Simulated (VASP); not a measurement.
# Ta2N (P-31m) in VASP: notebook

Runs on Ta2N. Level: PBE. Tasks: single point.

Program: VASP 6.6.1. These are calculated values, not measurements. Logs are shortened: lines on timing, memory, paths and dates and some standing lists are left out, and cuts for length are marked.

### Step 1. The cell of the first run

It takes space group P-31m (No. 162, trigonal). The conventional cell has a = 5.179 Å, b = 5.179 Å, c = 5.217 Å, α = 90.00°, β = 90.00°, γ = 120.00°. Within 2.7 Å of Ta (site symmetry m) lie 3 N at 2.01 to 2.25 Å and 2 Ta at 2.67 Å. N (site symmetry 32) has 6 Ta at 2.25 Å and 3 N at 2.99 Å within 3.0 Å. N (site symmetry -3m) has 6 Ta at 2.01 Å within 2.7 Å.

### Step 2. Single point, PBE

File INCAR:

```
  PREC = Accurate
  ENCUT = 520
  EDIFF = 1E-7
  ISMEAR = 0
  SIGMA = 0.15
  LREAL = False
  LASPH = True
  NELM = 60
  ALGO = Normal
  ISIF = 2
  LWAVE = False
  LCHARG = True
  GGA = PE
  LELF = True
  LVHAR = True
  NBANDS = 50
```

File KPOINTS:

```
regular mesh
0
Gamma
  9 9 8
```

File POSCAR:

```
Ta2N
1.0
    5.1794057167      0.0000000000      0.0000000000
   -2.5897028583      4.4854969272      0.0000000000
    0.0000000000      0.0000000000      5.2166974379
Ta N
6 3
Direct
    0.7023560318      0.7023560318      0.7528547364
    0.0000000000      0.2976439682      0.7528547364
    0.2976439682      0.0000000000      0.7528547364
    0.2976439682      0.2976439682      0.2471452636
    0.0000000000      0.7023560318      0.2471452636
    0.7023560318      0.0000000000      0.2471452636
    0.6666666667      0.3333333333      0.5000000000
    0.3333333333      0.6666666667      0.5000000000
    0.0000000000      0.0000000000      0.0000000000
```

Potentials or basis: VASP PAW PBE potentials, release 64 (Ta_pv, N).

Started as:

```sh
$ cat potpaw_PBE.64/Ta_pv/POTCAR potpaw_PBE.64/N/POTCAR > POTCAR
$ mpirun -np 1 vasp_std > vasp.out
```

OUTCAR:

```text
PREC = Accurate
   ENCUT = 520
   EDIFF = 1E-7
   ISMEAR = 0
   LREAL = False
   LASPH = True
   NELM = 60
   ISIF = 2
   GGA = PE

 ion  position               nearest neighbor table
   1  0.702  0.702  0.753-   9 2.01   8 2.25   7 2.25   3 2.67   2 2.67   5 3.00   6 3.00   5 3.06
                             6 3.06   3 3.16   2 3.16   2 3.16   3 3.16   4 3.32   4 3.37
   2  0.000  0.298  0.753-   9 2.01   7 2.25   8 2.25   3 2.67   1 2.67   4 3.00   6 3.00   4 3.06
                             6 3.06   1 3.16   3 3.16   3 3.16   1 3.16   5 3.32   5 3.37
   3  0.298  0.000  0.753-   9 2.01   8 2.25   7 2.25   2 2.67   1 2.67   4 3.00   5 3.00   4 3.06
                             5 3.06   1 3.16   2 3.16   2 3.16   1 3.16   6 3.32   6 3.37
   4  0.298  0.298  0.247-   9 2.01   7 2.25   8 2.25   6 2.67   5 2.67   2 3.00   3 3.00   2 3.06
                             3 3.06   6 3.16   5 3.16   5 3.16   6 3.16   1 3.32   1 3.37
   5  0.000  0.702  0.247-   9 2.01   8 2.25   7 2.25   6 2.67   4 2.67   1 3.00   3 3.00   1 3.06
                             3 3.06   4 3.16   6 3.16   6 3.16   4 3.16   2 3.32   2 3.37
   6  0.702  0.000  0.247-   9 2.01   7 2.25   8 2.25   5 2.67   4 2.67   1 3.00   2 3.00   1 3.06
                             2 3.06   4 3.16   5 3.16   5 3.16   4 3.16   3 3.32   3 3.37
   7  0.667  0.333  0.500-   2 2.25   6 2.25   3 2.25   5 2.25   4 2.25   1 2.25
   8  0.333  0.667  0.500-   5 2.25   3 2.25   6 2.25   2 2.25   1 2.25   4 2.25
   9  0.000  0.000  0.000-   3 2.01   6 2.01   5 2.01   2 2.01   1 2.01   4 2.01

  LATTYP: Found a hexagonal cell.
 ALAT       =     5.1794057167
 C/A-ratio  =     1.0072000000

  Lattice vectors:

 A1 = (   5.1794057167,   0.0000000000,   0.0000000000)
 A2 = (  -2.5897028583,   4.4854969272,   0.0000000000)
 A3 = (   0.0000000000,   0.0000000000,   5.2166974379)

Analysis of symmetry for initial positions (statically):
=====================================================================
 Subroutine PRICEL returns:
 Original cell was already a primitive cell.

 Routine SETGRP: Setting up the symmetry group for a
 hexagonal supercell.

 Subroutine GETGRP returns: Found 12 space group operations
 (whereof 12 operations were pure point group operations)
 out of a pool of 24 trial point group operations.

The static configuration has the point symmetry D_3d.

Analysis of symmetry for dynamics (positions and initial velocities):
=====================================================================
 Subroutine PRICEL returns:
 Original cell was already a primitive cell.

 Routine SETGRP: Setting up the symmetry group for a
 hexagonal supercell.

 Subroutine GETGRP returns: Found 12 space group operations
 (whereof 12 operations were pure point group operations)
 out of a pool of 24 trial point group operations.

The dynamic configuration has the point symmetry D_3d.

 Subroutine INISYM returns: Found 12 space group operations
 (whereof 12 operations are pure point group operations),
 and found     1 'primitive' translations

----------------------------------------------------------------------------------------

                                     Primitive cell

  volume of cell :     121.1954

  direct lattice vectors                    reciprocal lattice vectors
     5.179405717  0.000000000  0.000000000     0.193072344  0.111470370  0.000000000
    -2.589702858  4.485496927  0.000000000     0.000000000  0.222940739  0.000000000
     0.000000000  0.000000000  5.216697438     0.000000000  0.000000000  0.191692160

  length of vectors
     5.179405717  5.179405717  5.216697438     0.222940739  0.222940739  0.191692160

  position of ions in fractional coordinates (direct lattice)
     0.702356032  0.702356032  0.752854736
     0.000000000  0.297643968  0.752854736
     0.297643968  0.000000000  0.752854736
     0.297643968  0.297643968  0.247145264
     0.000000000  0.702356032  0.247145264
     0.702356032  0.000000000  0.247145264
     0.666666667  0.333333333  0.500000000
     0.333333333  0.666666667  0.500000000
     0.000000000  0.000000000  0.000000000

  ion indices of the primitive-cell ions
   primitive index   ion index
                 1           1
                 2           2
                 3           3
                 4           4
                 5           5
                 6           6
                 7           7
                 8           8
                 9           9

----------------------------------------------------------------------------------------

 KPOINTS: regular mesh

Automatic generation of k-mesh.
 Grid dimensions read from file:
 generate k-points for:    9    9    8

 Generating k-lattice:

  Cartesian coordinates                     Fractional coordinates (reciprocal lattice)
     0.021452483  0.012385597  0.000000000     0.111111111  0.000000000  0.000000000
     0.000000000  0.024771193  0.000000000     0.000000000  0.111111111  0.000000000
     0.000000000  0.000000000  0.023961520     0.000000000  0.000000000  0.125000000

  Length of vectors
     0.024771193  0.024771193  0.023961520

  Shift w.r.t. Gamma in fractional coordinates (k-lattice)
     0.000000000  0.000000000  0.000000000

 Subroutine IBZKPT returns following result:
 ===========================================

 Found     81 irreducible k-points:

 Following reciprocal coordinates:
            Coordinates               Weight
  0.000000  0.000000  0.000000      1.000000
  0.111111 -0.000000  0.000000      6.000000
  0.222222  0.000000  0.000000      6.000000
  0.333333 -0.000000  0.000000      6.000000
  0.444444  0.000000  0.000000      6.000000
  0.111111  0.111111  0.000000      6.000000
[... 16 lines left out ...]
 -0.111111  0.444444  0.125000     12.000000
  0.444444  0.111111  0.125000      6.000000
 [... further k-points ...]
   k-points           NKPTS =     81   k-points in BZ     NKDIM =     81   number of bands    NBANDS=     50
   number of dos      NEDOS =    301   number of ions     NIONS =      9
   total plane-waves  NPLWV =  64000
   dimension x,y,z NGX =    40 NGY =   40 NGZ =   40
   dimension x,y,z NGXF=    80 NGYF=   80 NGZF=   80
   ions per type =               6   3
   NGX,Y,Z   is equivalent  to a cutoff of  12.84, 12.84, 12.75 a.u.
   NGXF,Y,Z  is equivalent  to a cutoff of  25.68, 25.68, 25.49 a.u.
 SYSTEM =  unknown system
   PREC   = accura    normal or accurate (medium, high low for compatibility)
   ISTART =      0    job   : 0-new  1-cont  2-samecut
   ICHARG =      2    charge: 1-file 2-atom 10-const
   ISPIN  =      1    spin polarized calculation?
   LNONCOLLINEAR =      F non collinear calculations
   LSORBIT =      F    spin-orbit coupling
   LASPH  =      T    aspherical Exc in radial PAW
   ENCUT  =  520.0 eV  38.22 Ry    6.18 a.u.   9.63  9.63  9.70*2*pi/ulx,y,z
   NELM   =     60;   NELMIN=  2; NELMDL= -5     # of ELM steps
   EDIFF  = 0.1E-06   stopping-criterion for ELM
   LREAL  =      F    real-space projection
   EDIFFG = 0.1E-05   stopping-criterion for IOM
   NSW    =      0    number of steps for IOM
   IBRION =     -1    ionic relax: 0-MD 1-quasi-New 2-CG
   NFREE  =      0    steps in history (QN), initial steepest desc. (CG)
   ISIF   =      2    stress and relaxation
   ISYM   =      2    0-nonsym 1-usesym 2-fastsym
   POTIM  = 0.5000    time-step for ionic-motion
   TEBEG  =    0.0;   TEEND  =   0.0 temperature during run
   PSTRESS=    0.0 pullay stress
   NELECT =      81.0000    total number of electrons
   NUPDOWN=      -1.0000    fix difference up-down
   EMIN   =  10.00;   EMAX   =-10.00  energy-range for DOS
   EFERMI =   0.00;   METHOD = LEGACY
   ISMEAR =     0;   SIGMA  =   0.15  broadening in eV -4-tet -1-fermi 0-gaus
   EFERMI_NEDOS =   21; number of points for ismear=-14 and -15
   IALGO  =     38    algorithm
   IMIX   =      4    mixing-type and parameters
     AMIX     =   0.40;   BMIX     =  1.00
     AMIX_MAG =   1.60;   BMIX_MAG =  1.00
  volume/ion in A,a.u.               =      13.47        90.87
  Fermi-wavevector in a.u.,A,eV,Ry     =   1.431334  2.704830 27.874505  2.048718
  Thomas-Fermi vector in A             =   2.551082
   LORBIT       =      0    0 simple, 1 ext, 2 COOP (PROOUT), +10 PAW based schemes
   GGA     = PE    functional components
   LHFCALC =     F    Hartree Fock is set to
   AEXX    =    0.0000 exact exchange contribution
   IVDW    =     0    specifies the selected vdW correction
   LEPSILON=     F    determine dielectric tensor
   LRPA    =     F    only Hartree local field effects (RPA)
 non-spin polarized calculation
 Gauss-broadening in eV      SIGMA  =   0.15
  energy-cutoff  :      520.00
  volume of cell :      121.20
 maximum number of plane-waves:      3307
 NGX is ok and might be reduce to    40

 number of electron      80.9999997 magnetization

 Free energy of the ion-electron system (eV)
  ---------------------------------------------------
  ext. energy  EPLUGINS =         0.00000000
  ---------------------------------------------------
  free energy    TOTEN  =      -100.61173134 eV

  energy without entropy =     -100.54816088  energy(sigma->0) =     -100.57994611

 E-fermi :   6.9035     XC(G=0): -12.8482

 val. band max:        6.9013502373   @ k =   0.1111  -0.0000   0.1250
 cond. band min:       6.9092673278   @ k =   0.3333  -0.0000   0.1250
 fundamental gap:      0.0079170906
 Fermi energy:         6.9034882290

 k-point     1 :       0.0000    0.0000    0.0000
  band No.  band energies     occupation
      1     -28.7717      2.00000
      2     -28.2633      2.00000
      3     -27.9990      2.00000
      4     -27.9639      2.00000
      5     -27.9639      2.00000
      6     -27.8877      2.00000
[... 42 lines left out ...]
     49       9.5621      0.00000
     50       9.6500      0.00000
[... 1217 lines left out ...]
     49      10.6033      0.00000
     50      10.6183      0.00000

 [... further k-points ...]

------------------------ aborting loop because EDIFF is reached ----------------------------------------

  FORCE on cell =-STRESS in cart. coord.  units (eV):
  Direction    XX          YY          ZZ          XY          YZ          ZX
  --------------------------------------------------------------------------------------
  -------------------------------------------------------------------------------------
  Total       16.3656612     16.3656612     -1.3797264      0.0000000      0.0000000      0.0000000
  in kB      216.3505461    216.3505461    -18.2396890      0.0000000      0.0000000      0.0000000
  external PRESSURE =     138.1538011 kB  Pullay stress =       0.0000000 kB

 VOLUME and BASIS-vectors are now :
 -----------------------------------------------------------------------------
  energy-cutoff  :      520.00
  volume of cell :      121.20
      direct lattice vectors                 reciprocal lattice vectors
     5.179405717  0.000000000  0.000000000     0.193072344  0.111470370  0.000000000
    -2.589702858  4.485496927  0.000000000     0.000000000  0.222940739  0.000000000
     0.000000000  0.000000000  5.216697438     0.000000000  0.000000000  0.191692160

 POSITION                                       TOTAL-FORCE (eV/Angst)
 -----------------------------------------------------------------------------------
      1.81889      3.15042      3.92742        -3.073325     -5.323155     -1.991545
     -0.77081      1.33508      3.92742        -3.073325      5.323155     -1.991545
      1.54162      0.00000      3.92742         6.146650     -0.000000     -1.991545
      0.77081      1.33508      1.28928         3.073325      5.323155      1.991545
     -1.81889      3.15042      1.28928         3.073325     -5.323155      1.991545
      3.63779      0.00000      1.28928        -6.146650      0.000000      1.991545
      2.58970      1.49517      2.60835        -0.000000      0.000000     -0.000000
     -0.00000      2.99033      2.60835        -0.000000     -0.000000     -0.000000
      0.00000      0.00000      0.00000        -0.000000      0.000000      0.000000
 -----------------------------------------------------------------------------------
    total drift:                               -0.000000     -0.000000      0.000000

  FREE ENERGIE OF THE ION-ELECTRON SYSTEM (eV)
  ---------------------------------------------------
  free  energy   TOTEN  =      -100.6117313372 eV

  energy  without entropy=     -100.5481608770  energy(sigma->0) =     -100.57994611
```

Run time: 5.4 min. Hardware: 1 thread of Intel Xeon 6975P-C (Granite Rapids), shared host; peak memory 0.48 GiB.

Results:

- Free energy: -100.6117 eV
- Pressure: 13.8 GPa
- Largest force: 6.461 eV/Å
- Band gap on the k mesh: zero (an odd number of electrons rules out a gap without spin polarisation)

Forces in eV/Å, atoms in the order of the input:
```
Ta  -3.073 -5.323 -1.992
Ta  -3.073  5.323 -1.992
Ta   6.147  0.000 -1.992
Ta   3.073  5.323  1.992
Ta   3.073 -5.323  1.992
Ta  -6.147  0.000  1.992
N    0.000  0.000  0.000
N    0.000  0.000  0.000
N    0.000  0.000  0.000
```

Caveat: the stress differs along the axes, from -2 to 22 GPa; spin-orbit coupling is left out, which moves the levels of the heavy elements; forces of over 1 eV/Å act on the atoms, so gaps and moduli don't describe the material at rest.

### Step 3. Single point, PBE

This run uses another cell than the first one, of the same volume but with other edges.

File INCAR:

```
ALGO = Normal
EDIFF = 1E-7
ENCUT = 520
GGA = PE
ISIF = 2
ISMEAR = 0
LASPH = True
LCHARG = True
LELF = True
LREAL = False
LVHAR = True
LWAVE = False
NBANDS = 50
NELM = 60
PREC = Accurate
SIGMA = 0.15
```

File KPOINTS:

```
k-points
0
Gamma
  9 9 8
```

File POSCAR:

```
Ta2N
1.0
    5.3499814770      0.0000000000      0.0000000000
   -2.6749907385      4.6332198689      0.0000000000
    0.0000000000      0.0000000000      4.8893480719
Ta N
6 3
Direct
    0.6905948076      0.6905948076      0.7528547364
    0.0000000000      0.3094051924      0.7528547364
    0.3094051924      0.0000000000      0.7528547364
    0.3094051924      0.3094051924      0.2471452636
    0.0000000000      0.6905948076      0.2471452636
    0.6905948076      0.0000000000      0.2471452636
    0.6666666667      0.3333333333      0.5000000000
    0.3333333333      0.6666666667      0.5000000000
    0.0000000000      0.0000000000      0.0000000000
```

Potentials or basis: VASP PAW PBE potentials, release 64 (Ta_pv, N).

Started as:

```sh
$ cat potpaw_PBE.64/Ta_pv/POTCAR potpaw_PBE.64/N/POTCAR > POTCAR
$ mpirun -np 1 vasp_std > vasp.out
```

Wall time 5.6 min (1 thread of Intel Xeon Platinum 8488C (Sapphire Rapids), shared host); peak memory 0.47 GiB.

The run converged. Its results:

| Item | Value |
| --- | --- |
| Free energy | -102.9124 eV |
| Pressure | 6.3 GPa |
| Largest force | 3.712 eV/Å |
| Band gap on the k mesh | zero (an odd number of electrons rules out a gap without spin polarisation) |

Forces in eV/Å, atoms in the order of the input:
```
Ta  -1.721 -2.981 -1.390
Ta  -1.721  2.981 -1.390
Ta   3.442  0.000 -1.390
Ta   1.721  2.981  1.390
Ta   1.721 -2.981  1.390
Ta  -3.442  0.000  1.390
N    0.000  0.000  0.000
N    0.000  0.000  0.000
N    0.000  0.000  0.000
```

Stress tensor (GPa, compression positive):
```
5.28 0.00 0.00
0.00 5.28 0.00
0.00 0.00 8.35
```

Levels at points of the mesh, in eV from the Fermi level:
| k point | band 37 | band 38 | band 39 | band 40 | band 41 | band 42 | band 43 | band 44 | band 45 | band 46 |
| --- | --- | --- | --- | --- | --- | --- | --- | --- | --- | --- |
| (0.00, 0.00, 0.00) | -1.70 | -0.56 | -0.16 | -0.08 | -0.08 | 0.06 | 0.06 | 0.86 | 0.86 | 1.67 |
| (0.00, 0.00, 0.50) | -1.43 | -1.40 | -1.29 | -1.29 | -1.18 | 0.20 | 0.20 | 1.52 | 1.96 | 1.96 |

Caveat: the cell stands under pressure; spin-orbit coupling is left out, which moves the levels of the heavy elements; forces of over 1 eV/Å act on the atoms, so gaps and moduli don't describe the material at rest.

### Step 4. Single point, PBE

This run uses another cell than the first one, of the same volume but with other edges.

File INCAR:

```
SYSTEM = Ta2N
PREC     = Accurate       ! precision mode
ENCUT    = 520            ! plane-wave cutoff, eV
EDIFF    = 1E-6           ! SCF threshold, eV
ISMEAR   = 0              ! smearing method
SIGMA    = 0.15           ! smearing width, eV
LREAL    = .False.        ! projectors in reciprocal space
LASPH    = .True.         ! aspherical terms in the spheres
NELM     = 100            ! most SCF steps
ALGO     = Normal         ! electronic algorithm
ISIF     = 2              ! what is computed and relaxed
LWAVE    = .False.        ! write WAVECAR
LCHARG   = .False.        ! write CHGCAR
GGA      = PE             ! functional
NBANDS   = 50             ! bands
```

File KPOINTS:

```
regular mesh
0
Gamma
  9 9 8
  0 0 0
```

File POSCAR:

```
Ta2N
1.0
    5.3869773103      0.0000000000      0.0000000000
   -2.6934886551      4.6652592004      0.0000000000
    0.0000000000      0.0000000000      4.8224220882
Ta N
6 3
Direct
    0.6553111351      0.6553111351      0.7528547364
    0.0000000000      0.3446888649      0.7528547364
    0.3446888649      0.0000000000      0.7528547364
    0.3446888649      0.3446888649      0.2471452636
    0.0000000000      0.6553111351      0.2471452636
    0.6553111351      0.0000000000      0.2471452636
    0.6666666667      0.3333333333      0.5000000000
    0.3333333333      0.6666666667      0.5000000000
    0.0000000000      0.0000000000      0.0000000000
```

Started as:

```sh
$ cat potpaw_PBE.64/Ta_pv/POTCAR potpaw_PBE.64/N/POTCAR > POTCAR
$ mpirun -np 1 vasp_std > vasp.out
```

Run time: 5.8 min. Hardware: 1 thread of Intel Xeon Platinum 8488C (Sapphire Rapids), shared host; peak memory 0.47 GiB.

Results (log left out):

| Property | Result |
| --- | --- |
| Free energy | -103.7745 eV |
| Pressure | 1.7 GPa |
| Largest force | 1.546 eV/Å |
| Band gap on the k mesh | zero (an odd number of electrons rules out a gap without spin polarisation) |

Forces in eV/Å, atoms in the order of the input:
```
Ta   0.715  1.239  0.585
Ta   0.715 -1.239  0.585
Ta  -1.431  0.000  0.585
Ta  -0.715 -1.239 -0.585
Ta  -0.715  1.239 -0.585
Ta   1.431  0.000 -0.585
N    0.000  0.000  0.000
N    0.000  0.000  0.000
N    0.000  0.000  0.000
```

Stress tensor (GPa, compression positive):
```
-2.21  0.00  0.00
 0.00 -2.21  0.00
 0.00  0.00  9.58
```

Levels at points of the mesh, in eV from the Fermi level:
```csv
k point,band 37,band 38,band 39,band 40,band 41,band 42,band 43,band 44,band 45,band 46
"(0.00, 0.00, 0.00)",-1.54,-0.65,-0.65,-0.59,-0.25,-0.25,-0.13,0.35,0.35,1.90
"(0.00, 0.00, 0.50)",-1.89,-1.71,-1.45,-1.45,-0.52,0.62,0.62,0.78,1.51,1.51
```

Caveat: the stress differs along the axes, from -2 to 10 GPa; spin-orbit coupling is left out, which moves the levels of the heavy elements; forces of over 1 eV/Å act on the atoms, so gaps and moduli don't describe the material at rest.

(Continued in part 2 of 2.)

The gap in the log of VASP goes by the Fermi energy; the results here count the filled bands.